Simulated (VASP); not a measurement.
Write the native input for VASP 6.6.1 that does the following.

* Task: single point
* Functional: PBE
* Potentials or basis: VASP PAW PBE potentials, release 64 (Rh_sv_GW)
* Cutoff: 620 eV
* k mesh: 6 × 6 × 6
* Occupations: gaussian, width 0.1 eV
* Spin: no spin polarisation
* Dipole correction: no
* Further INCAR settings: ALGO = Normal; EDIFF = 1e-06; NBANDS = 24

The structure of Rh lies in POSCAR:

```
Rh
1.0
    1.5688167880      0.9057567948      3.7566318419
   -1.5688167880      0.9057567948      3.7566318419
    0.0000000000     -1.8115135897      3.7566318419
Rh
2
Direct
    0.0577000000      0.0577000000      0.0577000000
    0.9423000000      0.9423000000      0.9423000000
```

These files were run (other wordings do the same):

INCAR

```
SYSTEM = Rh
PREC     = Accurate       ! precision mode
ENCUT    = 620            ! plane-wave cutoff, eV
EDIFF    = 1E-6           ! SCF threshold, eV
ISMEAR   = 0              ! smearing method
SIGMA    = 0.1            ! smearing width, eV
LREAL    = .FALSE.        ! projectors in reciprocal space
LASPH    = .TRUE.         ! aspherical terms in the spheres
NELM     = 120            ! most SCF steps
ALGO     = Normal         ! electronic algorithm
ISIF     = 2              ! what is computed and relaxed
LWAVE    = .FALSE.        ! write WAVECAR
LCHARG   = .TRUE.         ! write CHGCAR
GGA      = PE             ! functional
LELF     = .TRUE.         ! ELF
LVHAR    = .TRUE.       
NBANDS   = 24             ! bands
GGA_COMPAT= .FALSE.
```

KPOINTS

```
regular mesh
0
G
  6 6 6
  0 0 0
```

Potentials or basis: VASP PAW PBE potentials, release 64 (Rh_sv_GW).

The run is started by

```sh
$ cat potpaw_PBE.64/Rh_sv_GW/POTCAR > POTCAR
$ mpirun -np 1 vasp_std > vasp.out
```

Results of the run:

```json
{
  "Pressure": "539.5 GPa",
  "Largest force": "245.381 eV/Å"
}
```

Caveat: the k points lie up to 0.40 Å⁻¹ apart; atoms lie so close that the PAW spheres overlap strongly, which falsifies energies and pressures; forces of over 1 eV/Å act on the atoms, so gaps and moduli don't describe the material at rest.

It took 51 s on 1 thread of Intel(R) Xeon(R) Platinum 8488C (Sapphire Rapids), on a shared host, peak memory 0.22 GiB.
